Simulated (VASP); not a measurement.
# SiC (Moissanite 3C) (F-43m) in VASP: notebook

SiC (Moissanite 3C) is run at these levels: PBEsol; tasks: single point.

Program: VASP 6.6.1. These are calculated values, not measurements. Logs are shortened: lines on timing, memory, paths and dates and some standing lists are left out, and cuts for length are marked.

**The experiment to reproduce.**

From “Insight into the structural, elastic and electronic properties of a new orthorhombic 6O-SiC polytype”, 2020, pmc:7200658, for a bulk crystal of SiC: band gap 2.4 eV (indirect).

The results are compared with them further down.

## 1. The cell of the first run

It takes space group F-43m (No. 216, cubic). Conventional cell: a = 4.358 Å, b = 4.358 Å, c = 4.358 Å, α = 90.00°, β = 90.00°, γ = 90.00°. Within 2.5 Å of Si (site symmetry -43m) lie 4 C at 1.89 Å. C (site symmetry -43m) has 4 Si at 1.89 Å within 2.5 Å.

## 2. Single point, PBEsol

File INCAR:

```
SYSTEM = SiC
  ALGO = Normal
  EDIFF = 1E-6
  ENCUT = 600
  GGA = PS
  GGA_COMPAT = .False.
  ISIF = 2
  ISMEAR = 0
  LASPH = .True.
  LCHARG = .False.
  LREAL = .False.
  LWAVE = .False.
  NBANDS = 11
  NELM = 120
  PREC = Accurate
  SIGMA = 0.01
```

File KPOINTS:

```
k-points
0
Gamma
  8 8 8
  0 0 0
```

File POSCAR:

```
SiC
1.0
    0.0000000000      2.1790000000      2.1790000000
    2.1790000000      0.0000000000      2.1790000000
    2.1790000000      2.1790000000      0.0000000000
Si C
1 1
Direct
    0.0000000000      0.0000000000      0.0000000000
    0.2500000000      0.2500000000      0.2500000000
```

Potentials or basis: VASP PAW PBE potentials, release 64 (Si, C).

The run is started by

```sh
cat potpaw_PBE.64/Si/POTCAR potpaw_PBE.64/C/POTCAR > POTCAR
mpirun -np 1 vasp_std > vasp.out
```

OUTCAR:

```text
SYSTEM = SiC
   EDIFF = 1E-6
   ENCUT = 600
   GGA = PS
   ISIF = 2
   ISMEAR = 0
   LASPH = .True.
   LREAL = .False.
   NELM = 120
   PREC = Accurate

 ion  position               nearest neighbor table
   1  0.000  0.000  0.000-   2 1.89   2 1.89   2 1.89   2 1.89
   2  0.250  0.250  0.250-   1 1.89   1 1.89   1 1.89   1 1.89

  LATTYP: Found a face centered cubic cell.
 ALAT       =     4.3580000000

  Lattice vectors:

 A1 = (   0.0000000000,   2.1790000000,   2.1790000000)
 A2 = (   2.1790000000,   0.0000000000,   2.1790000000)
 A3 = (   2.1790000000,   2.1790000000,   0.0000000000)

Analysis of symmetry for initial positions (statically):
=====================================================================
 Subroutine PRICEL returns:
 Original cell was already a primitive cell.

 Routine SETGRP: Setting up the symmetry group for a
 face centered cubic supercell.

 Subroutine GETGRP returns: Found 24 space group operations
 (whereof 24 operations were pure point group operations)
 out of a pool of 48 trial point group operations.

The static configuration has the point symmetry T_d .

Analysis of symmetry for dynamics (positions and initial velocities):
=====================================================================
 Subroutine PRICEL returns:
 Original cell was already a primitive cell.

 Routine SETGRP: Setting up the symmetry group for a
 face centered cubic supercell.

 Subroutine GETGRP returns: Found 24 space group operations
 (whereof 24 operations were pure point group operations)
 out of a pool of 48 trial point group operations.

The dynamic configuration has the point symmetry T_d .

 Subroutine INISYM returns: Found 24 space group operations
 (whereof 24 operations are pure point group operations),
 and found     1 'primitive' translations

----------------------------------------------------------------------------------------

                                     Primitive cell

  volume of cell :      20.6920

  direct lattice vectors                    reciprocal lattice vectors
     0.000000000  2.179000000  2.179000000    -0.229463056  0.229463056  0.229463056
     2.179000000  0.000000000  2.179000000     0.229463056 -0.229463056  0.229463056
     2.179000000  2.179000000  0.000000000     0.229463056  0.229463056 -0.229463056

  length of vectors
     3.081571352  3.081571352  3.081571352     0.397441672  0.397441672  0.397441672

  position of ions in fractional coordinates (direct lattice)
     0.000000000  0.000000000  0.000000000
     0.250000000  0.250000000  0.250000000

  ion indices of the primitive-cell ions
   primitive index   ion index
                 1           1
                 2           2

----------------------------------------------------------------------------------------

 KPOINTS: k-points

Automatic generation of k-mesh.
 Grid dimensions read from file:
 generate k-points for:    8    8    8

 Generating k-lattice:

  Cartesian coordinates                     Fractional coordinates (reciprocal lattice)
    -0.028682882  0.028682882  0.028682882     0.125000000  0.000000000  0.000000000
     0.028682882 -0.028682882  0.028682882     0.000000000  0.125000000  0.000000000
     0.028682882  0.028682882 -0.028682882     0.000000000  0.000000000  0.125000000

  Length of vectors
     0.049680209  0.049680209  0.049680209

  Shift w.r.t. Gamma in fractional coordinates (k-lattice)
     0.000000000  0.000000000  0.000000000

 Subroutine IBZKPT returns following result:
 ===========================================

 Found     29 irreducible k-points:

 Following reciprocal coordinates:
            Coordinates               Weight
  0.000000  0.000000  0.000000      1.000000
  0.125000  0.000000  0.000000      8.000000
  0.250000  0.000000  0.000000      8.000000
  0.375000  0.000000  0.000000      8.000000
  0.500000  0.000000  0.000000      4.000000
  0.125000  0.125000  0.000000      6.000000
[... 16 lines left out ...]
  0.500000  0.250000  0.125000     48.000000
 -0.375000  0.250000  0.125000     24.000000
 [... further k-points ...]
   k-points           NKPTS =     29   k-points in BZ     NKDIM =     29   number of bands    NBANDS=     11
   number of dos      NEDOS =    301   number of ions     NIONS =      2
   total plane-waves  NPLWV =  21952
   dimension x,y,z NGX =    28 NGY =   28 NGZ =   28
   dimension x,y,z NGXF=    56 NGYF=   56 NGZF=   56
   ions per type =               1   1
   NGX,Y,Z   is equivalent  to a cutoff of  15.11, 15.11, 15.11 a.u.
   NGXF,Y,Z  is equivalent  to a cutoff of  30.21, 30.21, 30.21 a.u.
 SYSTEM =  SiC
   PREC   = accura    normal or accurate (medium, high low for compatibility)
   ISTART =      0    job   : 0-new  1-cont  2-samecut
   ICHARG =      2    charge: 1-file 2-atom 10-const
   ISPIN  =      1    spin polarized calculation?
   LNONCOLLINEAR =      F non collinear calculations
   LSORBIT =      F    spin-orbit coupling
   LASPH  =      T    aspherical Exc in radial PAW
   ENCUT  =  600.0 eV  44.10 Ry    6.64 a.u.   6.15  6.15  6.15*2*pi/ulx,y,z
   NELM   =    120;   NELMIN=  2; NELMDL= -5     # of ELM steps
   EDIFF  = 0.1E-05   stopping-criterion for ELM
   LREAL  =      F    real-space projection
[... 7 lines left out ...]
   TEBEG  =    0.0;   TEEND  =   0.0 temperature during run
   PSTRESS=    0.0 pullay stress
   NELECT =       8.0000    total number of electrons
   NUPDOWN=      -1.0000    fix difference up-down
   EMIN   =  10.00;   EMAX   =-10.00  energy-range for DOS
   EFERMI =   0.00;   METHOD = LEGACY
   ISMEAR =     0;   SIGMA  =   0.01  broadening in eV -4-tet -1-fermi 0-gaus
   EFERMI_NEDOS =   21; number of points for ismear=-14 and -15
   IALGO  =     38    algorithm
   IMIX   =      4    mixing-type and parameters
     AMIX     =   0.40;   BMIX     =  1.00
     AMIX_MAG =   1.60;   BMIX_MAG =  1.00
  volume/ion in A,a.u.               =      10.35        69.82
  Fermi-wavevector in a.u.,A,eV,Ry     =   1.192626  2.253736 19.352338  1.422357
  Thomas-Fermi vector in A             =   2.328660
   LORBIT       =      0    0 simple, 1 ext, 2 COOP (PROOUT), +10 PAW based schemes
   GGA     = PS    functional components
   LHFCALC =     F    Hartree Fock is set to
   AEXX    =    0.0000 exact exchange contribution
   IVDW    =     0    specifies the selected vdW correction
   LEPSILON=     F    determine dielectric tensor
   LRPA    =     F    only Hartree local field effects (RPA)
 non-spin polarized calculation
 Gauss-broadening in eV      SIGMA  =   0.01
  energy-cutoff  :      600.00
  volume of cell :       20.69
 maximum number of plane-waves:       701
 NGX is ok and might be reduce to    28
   NGX = 13   NGY = 13   NGZ = 13

 number of electron       8.0000000 magnetization

 Free energy of the ion-electron system (eV)
  ---------------------------------------------------
  ext. energy  EPLUGINS =         0.00000000
  ---------------------------------------------------
  free energy    TOTEN  =       -15.91495941 eV

  energy without entropy =      -15.91495941  energy(sigma->0) =      -15.91495941

 E-fermi :   8.1591     XC(G=0): -11.5046

 val. band max:        8.0569701278   @ k =   0.0000   0.0000   0.0000
 cond. band min:       9.2902284658   @ k =   0.5000   0.5000   0.0000
 fundamental gap:      1.2332583380
 Fermi energy:         8.1591333009

 k-point     1 :       0.0000    0.0000    0.0000
  band No.  band energies     occupation
      1      -7.3676      2.00000
      2       8.0570      2.00000
      3       8.0570      2.00000
      4       8.0570      2.00000
      5      14.2435      0.00000
      6      15.2992      0.00000
      7      15.2992      0.00000
      8      15.2992      0.00000
      9      22.5131      0.00000
     10      22.5131      0.00000
     11      24.3190      0.00000

 k-point     2 :       0.1250    0.0000    0.0000
  band No.  band energies     occupation
      1      -7.0616      2.00000
      2       6.5638      2.00000
      3       7.8545      2.00000
      4       7.8545      2.00000
      5      14.4691      0.00000
      6      15.6519      0.00000
      7      15.6519      0.00000
      8      15.8326      0.00000
      9      21.2597      0.00000
     10      21.2597      0.00000
     11      23.9035      0.00000

 k-point     3 :       0.2500    0.0000    0.0000
  band No.  band energies     occupation
      1      -6.1661      2.00000
      2       3.7415      2.00000
      3       7.4474      2.00000
      4       7.4474      2.00000
      5      13.9814      0.00000
      6      15.8943      0.00000
      7      15.8943      0.00000
      8      17.3322      0.00000
      9      21.0860      0.00000
     10      21.0860      0.00000
     11      22.9934      0.00000

 k-point     4 :       0.3750    0.0000    0.0000
  band No.  band energies     occupation
      1      -4.8001      2.00000
      2       0.9859      2.00000
      3       7.1196      2.00000
      4       7.1196      2.00000
      5      13.5709      0.00000
      6      15.4542      0.00000
      7      15.4542      0.00000
      8      17.9580      0.00000
      9      23.0821      0.00000
     10      23.0821      0.00000
     11      23.4039      0.00000
[... 239 lines left out ...]
 k-point    22 :       0.3750    0.2500    0.1250
  band No.  band energies     occupation
      1      -5.3875      2.00000
      2       3.5622      2.00000
      3       5.1684      2.00000
      4       6.7735      2.00000
      5      13.3279      0.00000
      6      15.6018      0.00000
      7      16.4468      0.00000
      8      18.0580      0.00000
      9      20.2128      0.00000
     10      23.9574      0.00000
     11      27.3540      0.00000

 k-point    23 :       0.5000    0.2500    0.1250
  band No.  band energies     occupation
      1      -4.0739      2.00000
      2       1.5145      2.00000
      3       4.4300      2.00000
      4       6.1151      2.00000
      5      13.2627      0.00000
      6      15.5674      0.00000
      7      17.1804      0.00000
      8      18.4316      0.00000
      9      21.3507      0.00000
     10      24.4483      0.00000
     11      27.2472      0.00000

 k-point    24 :      -0.3750    0.2500    0.1250
  band No.  band energies     occupation
      1      -3.1094      2.00000
      2       0.1756      2.00000
      3       4.3216      2.00000
      4       5.7736      2.00000
      5      13.2041      0.00000
      6      15.2490      0.00000
      7      18.1384      0.00000
      8      18.9781      0.00000
      9      21.3782      0.00000
     10      24.1814      0.00000
     11      27.2228      0.00000

 [... further k-points ...]
[... 5 lines left out ...]
  --------------------------------------------------------------------------------------
  -------------------------------------------------------------------------------------
  Total        0.0063928      0.0063928      0.0063928     -0.0000000     -0.0000000     -0.0000000
  in kB        0.4949912      0.4949912      0.4949912     -0.0000000     -0.0000000     -0.0000000
  external PRESSURE =       0.4949912 kB  Pullay stress =       0.0000000 kB

 VOLUME and BASIS-vectors are now :
 -----------------------------------------------------------------------------
  energy-cutoff  :      600.00
  volume of cell :       20.69
      direct lattice vectors                 reciprocal lattice vectors
     0.000000000  2.179000000  2.179000000    -0.229463056  0.229463056  0.229463056
     2.179000000  0.000000000  2.179000000     0.229463056 -0.229463056  0.229463056
     2.179000000  2.179000000  0.000000000     0.229463056  0.229463056 -0.229463056

 POSITION                                       TOTAL-FORCE (eV/Angst)
 -----------------------------------------------------------------------------------
      0.00000      0.00000      0.00000        -0.000000     -0.000000     -0.000000
      1.08950      1.08950      1.08950         0.000000      0.000000      0.000000
 -----------------------------------------------------------------------------------
    total drift:                               -0.000000     -0.000000     -0.000000

  FREE ENERGIE OF THE ION-ELECTRON SYSTEM (eV)
  ---------------------------------------------------
  free  energy   TOTEN  =       -15.9149594083 eV

  energy  without entropy=      -15.9149594083  energy(sigma->0) =      -15.91495941
```

It used 24 s of CPU time on 1 thread of AMD EPYC 7R13 Processor (Zen 3) (shared host).

What came out:

```
Free energy            : -15.9150 eV
Pressure               : 0.0 GPa
Band gap on the k mesh : 1.23 eV, indirect (least direct gap 4.44 eV)
```

Caveat: the PAW data sets were made with another functional, which shifts forces and pressure a little.

[end of part 1 of 2]
